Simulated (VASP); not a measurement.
# HgTe (F-43m) in VASP: a series of runs, part 2 of 2

VASP 6.6.1. Earlier steps stand in the parts before.

### Step 3. Single point, PBE0

File POSCAR:

```
HgTe
1.0
    0.0000000000      3.1929255244      3.1929255244
    3.1929255244      0.0000000000      3.1929255244
    3.1929255244      3.1929255244      0.0000000000
Hg Te
1 1
Direct
    0.0000000000      0.0000000000      0.0000000000
    0.7500000000      0.7500000000      0.7500000000
```

File INCAR.step1:

```
PREC = Accurate
ENCUT = 520
EDIFF = 1E-5
ISMEAR = -1
SIGMA = 0.05
LREAL = F
LASPH = T
NELM = 60
ALGO = Normal
ISIF = 2
LWAVE = T
LCHARG = F
GGA = PE
NBANDS = 16
```

File INCAR.step2:

```
PREC = Accurate
ENCUT = 520
EDIFF = 1E-6
ISMEAR = -1
SIGMA = 0.05
LREAL = F
LASPH = T
NELM = 60
ALGO = Normal
ISIF = 2
LWAVE = F
LCHARG = F
GGA = PE
LHFCALC = T
AEXX = 0.25
PRECFOCK = Normal
ISTART = 1
NBANDS = 16
```

File KPOINTS:

```
regular mesh
0
Gamma
  4 4 4
```

Potentials or basis: VASP PAW PBE potentials, release 64 (Hg, Te).

The run is started by

```bash
> cat potpaw_PBE.64/Hg/POTCAR potpaw_PBE.64/Te/POTCAR > POTCAR
> cp INCAR.step1 INCAR
> mpirun -np 1 vasp_std > vasp.out
> cp INCAR.step2 INCAR
> mpirun -np 1 vasp_std > vasp.out
```

OUTCAR:

```text
PREC = Accurate
   ENCUT = 520
   EDIFF = 1E-6
   ISMEAR = -1
   LREAL = F
   LASPH = T
   NELM = 60
   ISIF = 2
   GGA = PE
   LHFCALC = T
   AEXX = 0.25
   PRECFOCK = Normal
   ISTART = 1

 ion  position               nearest neighbor table
   1  0.000  0.000  0.000-   2 2.77   2 2.77   2 2.77   2 2.77
   2  0.750  0.750  0.750-   1 2.77   1 2.77   1 2.77   1 2.77

  LATTYP: Found a face centered cubic cell.
 ALAT       =     6.3858510488

  Lattice vectors:

 A1 = (   0.0000000000,   3.1929255244,   3.1929255244)
 A2 = (   3.1929255244,   0.0000000000,   3.1929255244)
 A3 = (   3.1929255244,   3.1929255244,   0.0000000000)

Analysis of symmetry for initial positions (statically):
=====================================================================
 Subroutine PRICEL returns:
 Original cell was already a primitive cell.

 Routine SETGRP: Setting up the symmetry group for a
 face centered cubic supercell.

 Subroutine GETGRP returns: Found 24 space group operations
 (whereof 24 operations were pure point group operations)
 out of a pool of 48 trial point group operations.

The static configuration has the point symmetry T_d .

Analysis of symmetry for dynamics (positions and initial velocities):
=====================================================================
 Subroutine PRICEL returns:
 Original cell was already a primitive cell.

 Routine SETGRP: Setting up the symmetry group for a
 face centered cubic supercell.

 Subroutine GETGRP returns: Found 24 space group operations
 (whereof 24 operations were pure point group operations)
 out of a pool of 48 trial point group operations.

The dynamic configuration has the point symmetry T_d .

[... 103 lines left out ...]
  Fermi-wavevector in a.u.,A,eV,Ry     =   1.066515  2.015421 15.475998  1.137454
  Thomas-Fermi vector in A             =   2.202102
   LORBIT       =      0    0 simple, 1 ext, 2 COOP (PROOUT), +10 PAW based schemes
   GGA     = PE    functional components
   LHFCALC =     T    Hartree Fock is set to
   PRECFOCK=normal    Normal, Fast or Accurate (Low or Medium for compatibility)
   ENCUT4O =  -1.0   cutoff for four orbital integrals eV
   NKREDX  =     1    reduce k-point grid by
   NKREDY  =     1    reduce k-point grid by
   NKREDZ  =     1    reduce k-point grid by
   AEXX    =    0.2500 exact exchange contribution
   HFSCREEN=    0.0000 screening length (either q_TF or 0.3 A-1)
   HFSCREENC=   0.0000 screening length for correlation (either q_TF or 0.3 A-1)
   ENCUTFOCK=  -1.0 apply spherical cutoff to Coloumb kernel
   IVDW    =     0    specifies the selected vdW correction
   LEPSILON=     F    determine dielectric tensor
   LRPA    =     F    only Hartree local field effects (RPA)
 non-spin polarized calculation
  energy-cutoff  :      520.00
  volume of cell :       65.10
 maximum number of plane-waves:      1807
 NGX is ok and might be reduce to    36
  NGX = 28; NGY = 28; NGZ = 28

 number of electron      17.9999998 magnetization

 Free energy of the ion-electron system (eV)
  ---------------------------------------------------
  ext. energy  EPLUGINS =         0.00000000
  ---------------------------------------------------
  free energy    TOTEN  =        -5.14781717 eV

  energy without entropy =       -5.14779009  energy(sigma->0) =       -5.14780363

 E-fermi :   3.0907     XC(G=0):  -7.0384

 val. band max:        2.6917862635   @ k =   0.0000   0.0000   0.0000
 cond. band min:       3.4346687494   @ k =   0.0000   0.0000   0.0000
 fundamental gap:      0.7428824859
 Fermi energy:         3.0907097856

 k-point     1 :       0.0000    0.0000    0.0000
  band No.  band energies     occupation
      1     -10.6754      2.00000
      2      -6.0480      2.00000
      3      -6.0479      2.00000
      4      -6.0479      2.00000
      5      -5.4639      2.00000
      6      -5.4639      2.00000
[... 129 lines left out ...]
      3      -5.7538      2.00000
      4      -5.5247      2.00000
      5      -5.4981      2.00000
      6      -4.6908      2.00000
[... 8 lines left out ...]
     15      15.7031      0.00000
     16      15.7322      0.00000

------------------------ aborting loop because EDIFF is reached ----------------------------------------

  FORCE on cell =-STRESS in cart. coord.  units (eV):
  Direction    XX          YY          ZZ          XY          YZ          ZX
  --------------------------------------------------------------------------------------
  -------------------------------------------------------------------------------------
  Total        1.7031034      1.7031034      1.7031034      0.0000000      0.0000000     -0.0000000
  in kB       41.9136266     41.9136266     41.9136266      0.0000000      0.0000000     -0.0000000
  external PRESSURE =      41.9136266 kB  Pullay stress =       0.0000000 kB

 VOLUME and BASIS-vectors are now :
 -----------------------------------------------------------------------------
  energy-cutoff  :      520.00
  volume of cell :       65.10
      direct lattice vectors                 reciprocal lattice vectors
     0.000000000  3.192925524  3.192925524    -0.156596199  0.156596199  0.156596199
     3.192925524  0.000000000  3.192925524     0.156596199 -0.156596199  0.156596199
     3.192925524  3.192925524  0.000000000     0.156596199  0.156596199 -0.156596199

 POSITION                                       TOTAL-FORCE (eV/Angst)
 -----------------------------------------------------------------------------------
      0.00000      0.00000      0.00000        -0.000000     -0.000000      0.000000
      4.78939      4.78939      4.78939         0.000000      0.000000     -0.000000
 -----------------------------------------------------------------------------------
    total drift:                                0.001320      0.000677      0.000687

  FREE ENERGIE OF THE ION-ELECTRON SYSTEM (eV)
  ---------------------------------------------------
  free  energy   TOTEN  =        -5.1478171706 eV

  energy  without entropy=       -5.1477900933  energy(sigma->0) =       -5.14780363
```

OSZICAR.step1:

```text
N       E                     dE             d eps       ncg     rms          rms(c)
DAV:   1     0.102085730037E+03    0.10209E+03   -0.77996E+03   256   0.968E+02
DAV:   2    -0.222354741975E+00   -0.10231E+03   -0.96575E+02   296   0.228E+02
DAV:   3    -0.361073354692E+01   -0.33884E+01   -0.33779E+01   312   0.429E+01
DAV:   4    -0.364434700081E+01   -0.33613E-01   -0.33611E-01   360   0.375E+00
DAV:   5    -0.364443002966E+01   -0.83029E-04   -0.83028E-04   360   0.182E-01    0.834E+00
DAV:   6    -0.342420331593E+01    0.22023E+00   -0.43036E-01   304   0.890E+00    0.649E+00
DAV:   7    -0.341493089169E+01    0.92724E-02   -0.11612E-01   280   0.232E+00    0.230E+00
DAV:   8    -0.341417720665E+01    0.75369E-03   -0.12911E-02   304   0.131E+00    0.602E-01
DAV:   9    -0.341425389079E+01   -0.76684E-04   -0.79377E-04   312   0.328E-01    0.153E-01
DAV:  10    -0.341429736526E+01   -0.43474E-04   -0.99977E-05   312   0.868E-02    0.503E-02
DAV:  11    -0.341431974177E+01   -0.22377E-04   -0.49643E-05   280   0.533E-02    0.463E-02
DAV:  12    -0.341431691917E+01    0.28226E-05   -0.52109E-06   216   0.220E-02
   1 F= -.34143169E+01 E0= -.34128244E+01  d E =-.298506E-02
```

It took 15 min on 1 thread of Intel Xeon Platinum 8375C at 2.90GHz (Ice Lake), shared host; peak memory 0.21 GiB.

What came out:

```yaml
Free_energy: -5.1478 eV
Pressure: 4.2 GPa
Band_gap_on_the_k_mesh: 0.74 eV
```

Caveat: the k points lie up to 0.43 Å⁻¹ apart; the PAW data sets were made with another functional, which shifts forces and pressure a little; spin-orbit coupling is left out, which moves the levels of the heavy elements.

### Step 4. Single point, HSE06

This run uses another cell than the first one, of 33.22 Å³/atom.

File POSCAR:

```
HgTe
1.0
    0.0000000000      3.2145000000      3.2145000000
    3.2145000000      0.0000000000      3.2145000000
    3.2145000000      3.2145000000      0.0000000000
Hg Te
1 1
Direct
    0.0000000000      0.0000000000      0.0000000000
    0.7500000000      0.7500000000      0.7500000000
```

File INCAR.step1:

```
ALGO     = Normal         # electronic algorithm
EDIFF    = 1E-5           # SCF threshold, eV
ENCUT    = 520            # plane-wave cutoff, eV
GGA      = PE             # functional
ISIF     = 2              # what is computed and relaxed
ISMEAR   = -1             # smearing method
LASPH    = True           # aspherical terms in the spheres
LCHARG   = False          # write CHGCAR
LREAL    = False          # projectors in reciprocal space
LWAVE    = True           # write WAVECAR
NBANDS   = 16             # bands
NELM     = 80             # most SCF steps
PREC     = Accurate       # precision mode
SIGMA    = 0.05           # smearing width, eV
```

File INCAR.step2:

```
ALGO     = Normal         # electronic algorithm
EDIFF    = 1E-6           # SCF threshold, eV
ENCUT    = 520            # plane-wave cutoff, eV
GGA      = PE             # functional
HFSCREEN = 0.2079         # screening, 1/A
ISIF     = 2              # what is computed and relaxed
ISMEAR   = -1             # smearing method
ISTART   = 1            
LASPH    = True           # aspherical terms in the spheres
LCHARG   = False          # write CHGCAR
LHFCALC  = True           # exact exchange
LREAL    = False          # projectors in reciprocal space
LWAVE    = False          # write WAVECAR
NBANDS   = 16             # bands
NELM     = 80             # most SCF steps
PREC     = Accurate       # precision mode
PRECFOCK = Normal       
SIGMA    = 0.05           # smearing width, eV
```

File KPOINTS:

```
k-points
0
Gamma
  4 4 4
```

Potentials or basis: VASP PAW PBE potentials, release 64 (Hg, Te).

The run is started by

```bash
> cat potpaw_PBE.64/Hg/POTCAR potpaw_PBE.64/Te/POTCAR > POTCAR
> cp INCAR.step1 INCAR
> mpirun -np 1 vasp_std > vasp.out
> cp INCAR.step2 INCAR
> mpirun -np 1 vasp_std > vasp.out
```

OUTCAR:

```text
EDIFF = 1E-6
   ENCUT = 520
   GGA = PE
   HFSCREEN = 0.2079
   ISIF = 2
   ISMEAR = -1
   ISTART = 1
   LASPH = True
   LHFCALC = True
   LREAL = False
   NELM = 80
   PREC = Accurate
   PRECFOCK = Normal

 ion  position               nearest neighbor table
   1  0.000  0.000  0.000-   2 2.78   2 2.78   2 2.78   2 2.78
   2  0.750  0.750  0.750-   1 2.78   1 2.78   1 2.78   1 2.78

  LATTYP: Found a face centered cubic cell.
 ALAT       =     6.4290000000

  Lattice vectors:

 A1 = (   0.0000000000,   3.2145000000,   3.2145000000)
 A2 = (   3.2145000000,   0.0000000000,   3.2145000000)
 A3 = (   3.2145000000,   3.2145000000,   0.0000000000)

Analysis of symmetry for initial positions (statically):
=====================================================================
 Subroutine PRICEL returns:
 Original cell was already a primitive cell.

 Routine SETGRP: Setting up the symmetry group for a
 face centered cubic supercell.

 Subroutine GETGRP returns: Found 24 space group operations
 (whereof 24 operations were pure point group operations)
 out of a pool of 48 trial point group operations.

The static configuration has the point symmetry T_d .

Analysis of symmetry for dynamics (positions and initial velocities):
=====================================================================
 Subroutine PRICEL returns:
 Original cell was already a primitive cell.

 Routine SETGRP: Setting up the symmetry group for a
 face centered cubic supercell.

 Subroutine GETGRP returns: Found 24 space group operations
 (whereof 24 operations were pure point group operations)
[... 104 lines left out ...]
     AMIX     =   0.40;   BMIX     =  1.00
     AMIX_MAG =   1.60;   BMIX_MAG =  1.00
  volume/ion in A,a.u.               =      33.22       224.15
  Fermi-wavevector in a.u.,A,eV,Ry     =   1.059357  2.001894 15.268958  1.122237
  Thomas-Fermi vector in A             =   2.194699
   LORBIT       =      0    0 simple, 1 ext, 2 COOP (PROOUT), +10 PAW based schemes
   GGA     = PE    functional components
   LHFCALC =     T    Hartree Fock is set to
   PRECFOCK=normal    Normal, Fast or Accurate (Low or Medium for compatibility)
   ENCUT4O =  -1.0   cutoff for four orbital integrals eV
   NKREDX  =     1    reduce k-point grid by
   NKREDY  =     1    reduce k-point grid by
   NKREDZ  =     1    reduce k-point grid by
   AEXX    =    0.2500 exact exchange contribution
   HFSCREEN=    0.2079 screening length (either q_TF or 0.3 A-1)
   HFSCREENC=   0.2079 screening length for correlation (either q_TF or 0.3 A-1)
   ENCUTFOCK=  -1.0 apply spherical cutoff to Coloumb kernel
   IVDW    =     0    specifies the selected vdW correction
   LEPSILON=     F    determine dielectric tensor
   LRPA    =     F    only Hartree local field effects (RPA)
 non-spin polarized calculation
  energy-cutoff  :      520.00
  volume of cell :       66.43
 maximum number of plane-waves:      1812
 NGX is ok and might be reduce to    36
  NGX = 28; NGY = 28; NGZ = 28

 number of electron      18.0000000 magnetization

 Free energy of the ion-electron system (eV)
  ---------------------------------------------------
  ext. energy  EPLUGINS =         0.00000000
  ---------------------------------------------------
  free energy    TOTEN  =        -4.62095372 eV

  energy without entropy =       -4.61756903  energy(sigma->0) =       -4.61926138

 E-fermi :   2.8723     XC(G=0):  -7.3444

 val. band max:        2.8294842046   @ k =   0.0000   0.0000   0.0000
 cond. band min:       4.1995873767   @ k =   0.5000   0.0000   0.0000
 fundamental gap:      1.3701031721
 Fermi energy:         2.8723420467

 k-point     1 :       0.0000    0.0000    0.0000
  band No.  band energies     occupation
      1     -10.3221      2.00000
      2      -5.7263      2.00000
      3      -5.7263      2.00000
      4      -5.7263      2.00000
      5      -5.1700      2.00000
      6      -5.1700      2.00000
[... 129 lines left out ...]
      3      -5.4463      2.00000
      4      -5.2267      2.00000
      5      -5.1983      2.00000
      6      -4.4385      2.00000
[... 8 lines left out ...]
     15      15.0089      0.00000
     16      15.0471      0.00000

------------------------ aborting loop because EDIFF is reached ----------------------------------------

  FORCE on cell =-STRESS in cart. coord.  units (eV):
  Direction    XX          YY          ZZ          XY          YZ          ZX
  --------------------------------------------------------------------------------------
  -------------------------------------------------------------------------------------
  Total        1.3920992      1.3920992      1.3920992      0.0000000      0.0000000      0.0000000
  in kB       33.5745723     33.5745723     33.5745723      0.0000000      0.0000000      0.0000000
  external PRESSURE =      33.5745723 kB  Pullay stress =       0.0000000 kB

 VOLUME and BASIS-vectors are now :
 -----------------------------------------------------------------------------
  energy-cutoff  :      520.00
  volume of cell :       66.43
      direct lattice vectors                 reciprocal lattice vectors
     0.000000000  3.214500000  3.214500000    -0.155545186  0.155545186  0.155545186
     3.214500000  0.000000000  3.214500000     0.155545186 -0.155545186  0.155545186
     3.214500000  3.214500000  0.000000000     0.155545186  0.155545186 -0.155545186

 POSITION                                       TOTAL-FORCE (eV/Angst)
 -----------------------------------------------------------------------------------
      0.00000      0.00000      0.00000         0.000000      0.000000      0.000000
      4.82175      4.82175      4.82175        -0.000000     -0.000000     -0.000000
 -----------------------------------------------------------------------------------
    total drift:                                0.000052      0.000045      0.000045

  FREE ENERGIE OF THE ION-ELECTRON SYSTEM (eV)
  ---------------------------------------------------
  free  energy   TOTEN  =        -4.6209537229 eV

  energy  without entropy=       -4.6175690304  energy(sigma->0) =       -4.61926138
```

OUTCAR.step1:

```text
EDIFF = 1E-5
   ENCUT = 520
   GGA = PE
   ISIF = 2
   ISMEAR = -1
[... 354 lines left out ...]
 -----------------------------------------------------------------------------------
      0.00000      0.00000      0.00000        -0.000000     -0.000000     -0.000000
      4.82175      4.82175      4.82175         0.000000      0.000000      0.000000
 -----------------------------------------------------------------------------------
    total drift:                                0.000000      0.000000      0.000000

  FREE ENERGIE OF THE ION-ELECTRON SYSTEM (eV)
  ---------------------------------------------------
  free  energy   TOTEN  =        -3.4618700042 eV

  energy  without entropy=       -3.4588842624  energy(sigma->0) =       -3.46037713
```

OSZICAR.step1:

```text
N       E                     dE             d eps       ncg     rms          rms(c)
DAV:   1     0.103898574161E+03    0.10390E+03   -0.83223E+03   256   0.991E+02
DAV:   2    -0.196767513346E-01   -0.10392E+03   -0.97606E+02   280   0.230E+02
DAV:   3    -0.365478503339E+01   -0.36351E+01   -0.36251E+01   304   0.440E+01
DAV:   4    -0.368803576401E+01   -0.33251E-01   -0.33247E-01   376   0.380E+00
DAV:   5    -0.368812253397E+01   -0.86770E-04   -0.86770E-04   336   0.182E-01    0.797E+00
DAV:   6    -0.347102780550E+01    0.21709E+00   -0.42622E-01   288   0.875E+00    0.625E+00
DAV:   7    -0.346238515612E+01    0.86426E-02   -0.11284E-01   280   0.227E+00    0.226E+00
DAV:   8    -0.346173296975E+01    0.65219E-03   -0.12310E-02   312   0.127E+00    0.579E-01
DAV:   9    -0.346180802625E+01   -0.75056E-04   -0.78967E-04   304   0.329E-01    0.144E-01
DAV:  10    -0.346185084030E+01   -0.42814E-04   -0.10302E-04   280   0.882E-02    0.495E-02
DAV:  11    -0.346187253733E+01   -0.21697E-04   -0.46938E-05   288   0.508E-02    0.427E-02
DAV:  12    -0.346187000418E+01    0.25331E-05   -0.49249E-06   224   0.204E-02
   1 F= -.34618700E+01 E0= -.34603771E+01  d E =-.298574E-02
```

It took 9.9 min on 1 thread of Intel Xeon Platinum 8375C at 2.90GHz (Ice Lake), shared host; peak memory 0.32 GiB.

Results:

```yaml
Free_energy: -4.6210 eV
Pressure: 3.4 GPa
Band_gap_on_the_k_mesh: zero (filled and empty bands touch)
```

Caveat: the k points lie up to 0.42 Å⁻¹ apart; the PAW data sets were made with another functional, which shifts forces and pressure a little; spin-orbit coupling is left out, which moves the levels of the heavy elements.

### Step 5. The runs side by side

```csv
level,cell,screening parameter,gap on the mesh (eV),pressure (GPa)
HSE06,"a = 4.515 Å, angles 60.0°, 2 atoms",0.2079 1/Å,none,4.5
PBE0,"a = 4.515 Å, angles 60.0°, 2 atoms",-,0.74,4.2
HSE06,"a = 4.546 Å, angles 60.0°, 2 atoms",0.2079 1/Å,none,3.4
```

Alike in all rows: task single point; potentials or basis VASP PAW PBE potentials, release 64 (Hg, Te); no spin polarisation; k mesh 4 × 4 × 4; cutoff (eV) 520; smearing fermi-dirac 0.05 eV.

Caveats: all runs use coarse meshes; the PAW data sets were made with another functional, which shifts forces and pressure a little; spin-orbit coupling is left out, which moves the levels of the heavy elements.

Total energies depend on the potentials used, so only differences within one code and one set of settings carry meaning.

The gap in the log of VASP goes by the Fermi energy; the results here count the filled bands.